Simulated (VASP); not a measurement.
Runs of VASP 6.6.1 on AlAs. The structure is that of space group F-43m (No. 216), or close to it. The cells are those of the table. 

```csv
cell,gap on the mesh (eV),pressure (GPa)
"a = 4.107 Å, angles 60.0°, 2 atoms",1.29,(c)
"a = 3.949 Å, angles 60.0°, 2 atoms",1.26,2.3
"a = 4.003 Å, angles 60.0°, 2 atoms",(a),-0.9
"a = 3.893 Å, angles 60.0°, 2 atoms",1.18,(b)
"a = 4.055 Å, angles 60.0°, 2 atoms",1.40,-3.5
```

Alike in all rows: task single point; level LDA; potentials or basis VASP PAW LDA potentials, release 64 (Al, As); no spin polarisation; k mesh 6 × 6 × 6; cutoff (eV) 500; smearing gaussian 0.01 eV.

Q: Fill in the values left out.

A: (a) 1.33; (b) 6.3; (c) -5.6.

A k mesh can miss the band edges, and the runs leave out spin-orbit coupling on As.
